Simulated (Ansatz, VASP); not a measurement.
Given: the input of a run of Ansatz 0.2.0 on BaTiO3.

Contents of input.yaml:

```yaml
crystal:
  lattice:
    - [3.9855, 0.0, 0.0]
    - [0.0, 2.8369, 2.84515]
    - [0.0, -2.8369, 2.84515]
  atoms:
    - { symbol: Ba, position: [0.0, 0.0, 0.0] }
    - { symbol: Ti, position: [0.5, 0.5124, 0.5124] }
    - { symbol: O, position: [0.5, 0.99184, 0.50524] }
    - { symbol: O, position: [0.5, 0.50524, 0.99184] }
    - { symbol: O, position: [0.0, 0.4874, 0.4874] }
hamiltonian:
  xc: pbesol
  pseudopotentials: { kind: paw }
  dispersion: d3bj
kpoints:
  mp_grid: { grid: [7, 7, 7] }
scf:
  occupations: { method: fermi_dirac, width: 0.05 }
output:
  forces: true
  stress: true
  eigenvalues: true
relax:
  f_tol: 0.01
  max_steps: 40
  cell: { stress_tol: 0.05 }
```

Potentials or basis: Ansatz PAW.

Command:

```console
$ ansatz run input.yaml --threads 2 --pin off --max-ram 5632MiB --backend cpu --events-out ev --progress --plain --runs-dir out
```

Task: Set up the same calculation for VASP 6.6.1. Potentials there: VASP PAW PBE potentials, release 64 (Ba_sv, Ti_sv, O).

Result: As run (the cutoff follows the program's own potentials):

File INCAR:

```
ALGO = Normal ; EDIFF = 1E-6
EDIFFG = -0.01 ; ENCUT = 600
GGA = PS ; IBRION = 2
ISIF = 3 ; ISMEAR = -1
IVDW = 12 ; LASPH = T
LCHARG = F ; LREAL = F
LWAVE = F ; NELM = 60
NSW = 60 ; PREC = Accurate
SIGMA = 0.05
```

The input KPOINTS:

```
k-points
0
Gamma
  7 7 7
```

Contents of POSCAR:

```
BaTiO3
1.0
    3.9855000000      0.0000000000      0.0000000000
    0.0000000000      2.8369000000      2.8451500000
    0.0000000000     -2.8369000000      2.8451500000
Ba Ti O
1 1 3
Direct
    0.0000000000      0.0000000000      0.0000000000
    0.5000000000      0.5124000000      0.5124000000
    0.5000000000      0.9918400000      0.5052400000
    0.5000000000      0.5052400000      0.9918400000
    0.0000000000      0.4874000000      0.4874000000
```

Potentials or basis: VASP PAW PBE potentials, release 64 (Ba_sv, Ti_sv, O).

Run with:

```console
$ cat potpaw_PBE.64/Ba_sv/POTCAR potpaw_PBE.64/Ti_sv/POTCAR potpaw_PBE.64/O/POTCAR > POTCAR
$ mpirun -np 1 vasp_std > vasp.out
```

Both were run:

|  | VASP | Ansatz | Ansatz less VASP |
| --- | --- | --- | --- |
| gap on the k mesh at the Fermi level, each at its own relaxed structure (eV) | 2.04 | 2.11 | +0.072 |
| relaxed volume (Å³/atom) | 12.48 | 12.35 | -0.132 |
| relaxed cell length with the largest relative difference (Å) | 3.975 | 3.961 | -0.0147 |

VASP's potentials were made for PBE, not for PBEsol.

Neither program's run includes spin-orbit coupling. Noted on Ansatz's run: odd divisions of the mesh miss points on the zone boundary, where band edges often lie, so the gap on the mesh can be too wide; the plane-wave basis is chosen anew once the cell has moved, so the energies of steps on either side of that aren't comparable.
